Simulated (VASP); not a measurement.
# Ti3Se (P-6m2) in VASP: single point with PBEsol+D4

Aim: the single point of Ti3Se with PBEsol+D4.

Program: VASP 6.6.1. These are calculated values, not measurements. Logs are shortened: lines on timing, memory, paths and dates and some standing lists are left out, and cuts for length are marked.

### 1 The cell of the first run

Symmetry: P-6m2, No. 187, hexagonal system. Conventional cell: a = 3.197 Å, b = 3.197 Å, c = 7.943 Å, α = 90.00°, β = 90.00°, γ = 120.00°. Ti (site symmetry 3m) has 3 Se at 2.58 Å and 9 Ti at 2.85 to 3.20 Å within 3.4 Å. Within 3.8 Å of Ti (site symmetry -6m2) lie 12 Ti at 2.85 to 3.20 Å. Within 3.4 Å of Se (site symmetry -6m2) lie 6 Ti at 2.58 Å and 6 Se at 3.20 Å.

### 2 Single point, PBEsol+D4

Contents of INCAR:

```
  ALGO = Normal
  EDIFF = 1E-6
  ENCUT = 520
  GGA = PS
  ISIF = 2
  ISMEAR = -1
  ISYM = 0
  IVDW = 13
  LASPH = True
  LCHARG = False
  LREAL = False
  LWAVE = False
  NBANDS = 29
  NELM = 60
  PREC = Accurate
  SIGMA = 0.1
```

Contents of KPOINTS:

```
Automatic mesh
0
Gamma
  10 10 4
  0.5 0.5 0.5
```

Contents of POSCAR:

```
Ti3Se
1.0
    3.1974460000      0.0000000000      0.0000000000
   -1.5987230000      2.7690690000      0.0000000000
    0.0000000000      0.0000000000      7.9427450000
Ti Se
3 1
Direct
    0.3333333333      0.6666666667      0.2270980000
    0.3333333333      0.6666666667      0.7729020000
    0.6666666667      0.3333333333      0.5000000000
    0.0000000000      0.0000000000      0.0000000000
```

Potentials or basis: VASP PAW PBE potentials, release 64 (Ti_sv, Se).

Launch:

```sh
cat potpaw_PBE.64/Ti_sv/POTCAR potpaw_PBE.64/Se/POTCAR > POTCAR
mpirun -np 1 vasp_std > vasp.out
```

OUTCAR:

```text
EDIFF = 1E-6
   ENCUT = 520
   GGA = PS
   ISIF = 2
   ISMEAR = -1
   ISYM = 0
   IVDW = 13
   LASPH = True
   LREAL = False
   NELM = 60
   PREC = Accurate

 ion  position               nearest neighbor table
   1  0.333  0.667  0.227-   4 2.58   4 2.58   4 2.58   3 2.85   3 2.85   3 2.85
   2  0.333  0.667  0.773-   4 2.58   4 2.58   4 2.58   3 2.85   3 2.85   3 2.85
   3  0.667  0.333  0.500-   1 2.85   2 2.85   1 2.85   2 2.85   1 2.85   2 2.85
   4  0.000  0.000  0.000-   1 2.58   2 2.58   1 2.58   2 2.58   1 2.58   2 2.58

IMPORTANT INFORMATION: All symmetrisations will be switched off!
NOSYMM: (Re-)initialisation of all symmetry stuff for point group C_1.

----------------------------------------------------------------------------------------

                                     Primitive cell

  volume of cell :      70.3247

  direct lattice vectors                    reciprocal lattice vectors
     3.197446000  0.000000000  0.000000000     0.312749613  0.180566104  0.000000000
    -1.598723000  2.769069000  0.000000000     0.000000000  0.361132207  0.000000000
     0.000000000  0.000000000  7.942745000     0.000000000  0.000000000  0.125901058

  length of vectors
     3.197446000  3.197445599  7.942745000     0.361132162  0.361132207  0.125901058

  position of ions in fractional coordinates (direct lattice)
     0.333333333  0.666666667  0.227098000
     0.333333333  0.666666667  0.772902000
     0.666666667  0.333333333  0.500000000
     0.000000000  0.000000000  0.000000000

  ion indices of the primitive-cell ions
   primitive index   ion index
                 1           1
                 2           2
                 3           3
                 4           4

----------------------------------------------------------------------------------------

 KPOINTS: Automatic mesh

Automatic generation of k-mesh.
 Grid dimensions read from file:
 generate k-points for:   10   10    4

 Generating k-lattice:

  Cartesian coordinates                     Fractional coordinates (reciprocal lattice)
     0.031274961  0.018056610  0.000000000     0.100000000  0.000000000  0.000000000
     0.000000000  0.036113221  0.000000000     0.000000000  0.100000000  0.000000000
     0.000000000  0.000000000  0.031475265     0.000000000  0.000000000  0.250000000

  Length of vectors
     0.036113216  0.036113221  0.031475265

  Shift w.r.t. Gamma in fractional coordinates (k-lattice)
     0.500000000  0.500000000  0.500000000

 Subroutine IBZKPT returns following result:
 ===========================================

 Found    600 irreducible k-points:

 Following reciprocal coordinates:
            Coordinates               Weight
  0.050000  0.050000  0.125000      2.000000
 -0.050000  0.100000  0.125000      2.000000
 -0.100000  0.050000  0.125000      2.000000
 -0.050000 -0.050000  0.125000      2.000000
  0.050000 -0.100000  0.125000      2.000000
  0.100000 -0.050000  0.125000      2.000000
[... 16 lines left out ...]
  0.050000 -0.300000  0.125000      2.000000
  0.300000 -0.250000  0.125000      2.000000
 [... further k-points ...]
   k-points           NKPTS =    600   k-points in BZ     NKDIM =    600   number of bands    NBANDS=     29
   number of dos      NEDOS =    301   number of ions     NIONS =      4
   total plane-waves  NPLWV =  34560
   dimension x,y,z NGX =    24 NGY =   24 NGZ =   60
   dimension x,y,z NGXF=    48 NGYF=   48 NGZF=  120
   ions per type =               3   1
   NGX,Y,Z   is equivalent  to a cutoff of  12.48, 12.48, 12.56 a.u.
   NGXF,Y,Z  is equivalent  to a cutoff of  24.96, 24.96, 25.12 a.u.
 SYSTEM =  unknown system
   PREC   = accura    normal or accurate (medium, high low for compatibility)
   ISTART =      0    job   : 0-new  1-cont  2-samecut
   ICHARG =      2    charge: 1-file 2-atom 10-const
   ISPIN  =      1    spin polarized calculation?
   LNONCOLLINEAR =      F non collinear calculations
   LSORBIT =      F    spin-orbit coupling
   LASPH  =      T    aspherical Exc in radial PAW
   ENCUT  =  520.0 eV  38.22 Ry    6.18 a.u.   5.95  5.95 14.77*2*pi/ulx,y,z
   NELM   =     60;   NELMIN=  2; NELMDL= -5     # of ELM steps
   EDIFF  = 0.1E-05   stopping-criterion for ELM
   LREAL  =      F    real-space projection
   EDIFFG = 0.1E-04   stopping-criterion for IOM
   NSW    =      0    number of steps for IOM
   IBRION =     -1    ionic relax: 0-MD 1-quasi-New 2-CG
   NFREE  =      0    steps in history (QN), initial steepest desc. (CG)
   ISIF   =      2    stress and relaxation
   ISYM   =      0    0-nonsym 1-usesym 2-fastsym
   POTIM  = 0.5000    time-step for ionic-motion
   TEBEG  =    0.0;   TEEND  =   0.0 temperature during run
   PSTRESS=    0.0 pullay stress
   NELECT =      42.0000    total number of electrons
   NUPDOWN=      -1.0000    fix difference up-down
   EMIN   =  10.00;   EMAX   =-10.00  energy-range for DOS
   EFERMI =   0.00;   METHOD = LEGACY
   ISMEAR =    -1;   SIGMA  =   0.10  broadening in eV -4-tet -1-fermi 0-gaus
   EFERMI_NEDOS =   21; number of points for ismear=-14 and -15
   IALGO  =     38    algorithm
   IMIX   =      4    mixing-type and parameters
     AMIX     =   0.40;   BMIX     =  1.00
     AMIX_MAG =   1.60;   BMIX_MAG =  1.00
  volume/ion in A,a.u.               =      17.58       118.64
  Fermi-wavevector in a.u.,A,eV,Ry     =   1.378654  2.605279 25.860427  1.900688
  Thomas-Fermi vector in A             =   2.503696
   LORBIT       =      0    0 simple, 1 ext, 2 COOP (PROOUT), +10 PAW based schemes
   GGA     = PS    functional components
   LHFCALC =     F    Hartree Fock is set to
   AEXX    =    0.0000 exact exchange contribution
   IVDW    =    13    specifies the selected vdW correction
   LEPSILON=     F    determine dielectric tensor
   LRPA    =     F    only Hartree local field effects (RPA)
 non-spin polarized calculation
  energy-cutoff  :      520.00
  volume of cell :       70.32
 maximum number of plane-waves:      1913
   NGX = 11   NGY = 11   NGZ = 29

 number of electron      42.0000000 magnetization

 Free energy of the ion-electron system (eV)
  ---------------------------------------------------
  ext. energy  EPLUGINS =         0.00000000
  ---------------------------------------------------
  free energy    TOTEN  =       -30.94855985 eV

  energy without entropy =      -30.83544763  energy(sigma->0) =      -30.89200374

 E-fermi :   7.9128     XC(G=0): -11.4808

 val. band max:        7.9045287718   @ k =  -0.4500  -0.2500   0.3750
 cond. band min:       7.9142626808   @ k =   0.1500  -0.0500   0.1250
 fundamental gap:      0.0097339089
 Fermi energy:         7.9128058317

 k-point     1 :       0.0500    0.0500    0.1250
  band No.  band energies     occupation
      1     -48.8635      2.00000
      2     -48.8437      2.00000
      3     -48.6971      2.00000
      4     -25.4421      2.00000
      5     -25.3428      2.00000
      6     -25.0863      2.00000
[... 21 lines left out ...]
     28       9.5934      0.00000
     29       9.6675      0.00000

 k-point     2 :      -0.0500    0.1000    0.1250
  band No.  band energies     occupation
      1     -48.8635      2.00000
      2     -48.8437      2.00000
      3     -48.6971      2.00000
      4     -25.4421      2.00000
      5     -25.3428      2.00000
      6     -25.0863      2.00000
[... 21 lines left out ...]
     28       9.5934      0.00000
     29       9.6675      0.00000

 k-point     3 :      -0.1000    0.0500    0.1250
  band No.  band energies     occupation
      1     -48.8635      2.00000
      2     -48.8437      2.00000
      3     -48.6971      2.00000
      4     -25.4421      2.00000
      5     -25.3428      2.00000
      6     -25.0863      2.00000
[... 21 lines left out ...]
     28       9.5934      0.00000
     29       9.6675      0.00000

 k-point     4 :      -0.0500   -0.0500    0.1250
  band No.  band energies     occupation
      1     -48.8635      2.00000
      2     -48.8437      2.00000
      3     -48.6971      2.00000
      4     -25.4421      2.00000
      5     -25.3428      2.00000
      6     -25.0863      2.00000
[... 21 lines left out ...]
     28       9.5934      0.00000
     29       9.6675      0.00000

 k-point     5 :       0.0500   -0.1000    0.1250
  band No.  band energies     occupation
      1     -48.8635      2.00000
      2     -48.8437      2.00000
      3     -48.6971      2.00000
      4     -25.4421      2.00000
      5     -25.3428      2.00000
      6     -25.0863      2.00000
[... 21 lines left out ...]
     28       9.5934      0.00000
     29       9.6675      0.00000
[... 510 lines left out ...]
     28       9.8247      0.00000
     29      10.0678      0.00000

 k-point    22 :      -0.2500   -0.0500    0.1250
  band No.  band energies     occupation
      1     -48.8413      2.00000
      2     -48.8299      2.00000
      3     -48.6926      2.00000
      4     -25.3869      2.00000
      5     -25.3637      2.00000
      6     -25.2107      2.00000
[... 21 lines left out ...]
     28       9.8247      0.00000
     29      10.0678      0.00000

 k-point    23 :       0.0500   -0.3000    0.1250
  band No.  band energies     occupation
      1     -48.8413      2.00000
      2     -48.8299      2.00000
      3     -48.6926      2.00000
      4     -25.3869      2.00000
      5     -25.3637      2.00000
      6     -25.2107      2.00000
[... 21 lines left out ...]
     28       9.8247      0.00000
     29      10.0678      0.00000

 k-point    24 :       0.3000   -0.2500    0.1250
  band No.  band energies     occupation
      1     -48.8413      2.00000
      2     -48.8299      2.00000
      3     -48.6926      2.00000
      4     -25.3869      2.00000
      5     -25.3637      2.00000
      6     -25.2107      2.00000
[... 21 lines left out ...]
     28       9.8247      0.00000
     29      10.0678      0.00000

 [... further k-points ...]

------------------------ aborting loop because EDIFF is reached ----------------------------------------

  DFT-D4 for vdW energy calculation

  Edisp (eV):   -0.63151

  FORCE on cell =-STRESS in cart. coord.  units (eV):
  Direction    XX          YY          ZZ          XY          YZ          ZX
  --------------------------------------------------------------------------------------
  -------------------------------------------------------------------------------------
  Total      -2.38328    -2.38328    -2.57186    -0.00001    -0.00001     0.00000
  in kB     -54.29735   -54.29731   -58.59357    -0.00024    -0.00015     0.00004
  external pressure =      -55.73 kB  Pullay stress =        0.00 kB

 VOLUME and BASIS-vectors are now :
 -----------------------------------------------------------------------------
  energy-cutoff  :      520.00
  volume of cell :       70.32
      direct lattice vectors                 reciprocal lattice vectors
     3.197446000  0.000000000  0.000000000     0.312749613  0.180566104  0.000000000
    -1.598723000  2.769069000  0.000000000     0.000000000  0.361132207  0.000000000
     0.000000000  0.000000000  7.942745000     0.000000000  0.000000000  0.125901058

 POSITION                                       TOTAL-FORCE (eV/Angst)
 -----------------------------------------------------------------------------------
     -0.00000      1.84605      1.80378         0.000001      0.000000     -0.074810
     -0.00000      1.84605      6.13896        -0.000001      0.000003      0.074717
      1.59872      0.92302      3.97137         0.000002     -0.000004      0.000044
      0.00000      0.00000      0.00000        -0.000002      0.000001      0.000049
 -----------------------------------------------------------------------------------
    total drift:                                0.000006     -0.000006     -0.000154

  FREE ENERGIE OF THE ION-ELECTRON SYSTEM (eV)
  ---------------------------------------------------
  free  energy   TOTEN  =       -31.5800684525 eV

  energy  without entropy=      -31.4669562371  energy(sigma->0) =      -31.52351234
```

Run time: 20 min. Hardware: 1 thread of Intel Xeon Platinum 8488C (Sapphire Rapids), shared host; peak memory 0.99 GiB.

What came out:

| Quantity | Value |
| --- | --- |
| Free energy | -31.5801 eV |
| Pressure | -5.6 GPa |
| Largest force | 0.075 eV/Å |
| Band gap on the k mesh | zero (bands 21 and 22 overlap by 0.61 eV) |
| Dispersion energy per atom | -0.158 eV |

Forces in eV/Å, atoms in the order of the input:
```
Ti   0.000  0.000 -0.075
Ti   0.000  0.000  0.075
Ti   0.000  0.000  0.000
Se   0.000  0.000  0.000
```

Stress tensor (GPa, compression positive):
```
-5.43  0.00  0.00
 0.00 -5.43  0.00
 0.00  0.00 -5.86
```

Levels at points of the mesh, in eV from the Fermi level:
```
           k point  band 18  band 19  band 20  band 21  band 22  band 23  band 24  band 25
(0.05, 0.05, 0.12)    -1.41    -0.42     0.16     0.22     0.31     0.43     0.81     1.16
```

Caveat: the cell stands under tension; the PAW data sets were made with another functional, which shifts forces and pressure a little.
